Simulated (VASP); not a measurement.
Input of a VASP 6.6.1 run:

The input INCAR:

```
SYSTEM = Li4Sb4Ru
PREC = Accurate ; ENCUT = 520
EDIFF = 1E-7 ; ISMEAR = -1
SIGMA = 0.1 ; LREAL = .FALSE.
LASPH = .TRUE. ; NELM = 100
ALGO = Normal ; ISIF = 2
LWAVE = .FALSE. ; LCHARG = .TRUE.
LELF = .TRUE. ; LVHAR = .TRUE.
NBANDS = 33
```

KPOINTS

```
regular mesh
0
G
  4 4 4
  0 0 0
```

POSCAR

```
Li4Sb4Ru
1.0
    0.0000000000      0.0000000000      5.1388360000
    3.9593900000     -3.9593900000      2.5694180000
    3.9593900000      3.9593900000     -2.5694180000
Li Sb Ru
4 4 1
Direct
    0.2110000000      0.1840000000      0.6060000000
    0.3950000000      0.3940000000      0.1840000000
    0.7890000000      0.8160000000      0.3940000000
    0.6050000000      0.6060000000      0.8160000000
    0.2920000000      0.7740000000      0.3580000000
    0.0660000000      0.6420000000      0.7740000000
    0.7080000000      0.2260000000      0.6420000000
    0.9340000000      0.3580000000      0.2260000000
    0.0000000000      0.0000000000      0.0000000000
```

Potentials or basis: VASP PAW LDA potentials, release 64 (Li_sv, Sb, Ru_pv).

Launch:

```bash
$ cat potpaw_LDA.64/Li_sv/POTCAR potpaw_LDA.64/Sb/POTCAR potpaw_LDA.64/Ru_pv/POTCAR > POTCAR
$ mpirun -np 1 vasp_std > vasp.out
```

(1) What does it give for the largest force?

(2) Estimate the band gap on the k mesh.

## Answers

(1) 2.695 eV/Å.

(2) zero (band 23 reaches 7.63 eV, above the bottom of band 24 at 7.03 eV).

Caveat: the k points lie up to 0.36 Å⁻¹ apart; spin-orbit coupling is left out, which moves the levels of the heavy elements; forces of over 1 eV/Å act on the atoms, so gaps and moduli don't describe the material at rest.
